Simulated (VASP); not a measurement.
Here is a VASP 6.6.1 calculation.

The input INCAR:

```
SYSTEM = BiO5
PREC = Accurate
ENCUT = 600
EDIFF = 1E-6
ISMEAR = 0
SIGMA = 0.1
LREAL = .False.
LASPH = .True.
NELM = 80
ALGO = Normal
ISIF = 3
LWAVE = .False.
LCHARG = .False.
GGA = PE
IBRION = 2
NSW = 90
EDIFFG = -0.04
```

Contents of KPOINTS:

```
regular mesh
0
Gamma
  6 6 4
  0 0 0
```

Contents of POSCAR:

```
BiO5
1.0
    4.0678412500      0.0000000000      0.0000000000
   -2.0339206200      3.5228538600      0.0000000000
    0.0000000000      0.0000000000      5.5218942500
Bi O
1 5
Direct
    0.0000000000      0.0000000000      0.5000000000
    0.6666666700      0.3333333300      0.7959949400
    0.0000000000      0.0000000000      0.0000000000
    0.6666666700      0.3333333300      0.2040050600
    0.3333333300      0.6666666700      0.2040050600
    0.3333333300      0.6666666700      0.7959949400
```

Potentials or basis: VASP PAW PBE potentials, release 64 (Bi_d, O).

Run with:

```console
$ cat potpaw_PBE.64/Bi_d/POTCAR potpaw_PBE.64/O/POTCAR > POTCAR
$ mpirun -np 1 vasp_std > vasp.out
```

Estimate the space group after relaxing (to 0.1 Å).

P6/mmm (No. 191).

Predict the relaxed volume.

10.84 Å³/atom.

Final structure:
```
CELL_PARAMETERS angstrom
3.73567 0.00000 0.00000
-1.86784 3.23519 0.00000
0.00000 0.00000 5.38283
ATOMIC_POSITIONS crystal
Bi 0.00000 0.00000 0.50000
O 0.66667 0.33333 0.75316
O 0.00000 0.00000 0.00000
O 0.66667 0.33333 0.24684
O 0.33333 0.66667 0.24684
O 0.33333 0.66667 0.75316
```

Caveat: the volume moved by over 15 % at a fixed basis, so the end points are rough; an odd number of electrons without spin polarisation forces a metal; a magnetic or distorted state may lie lower.
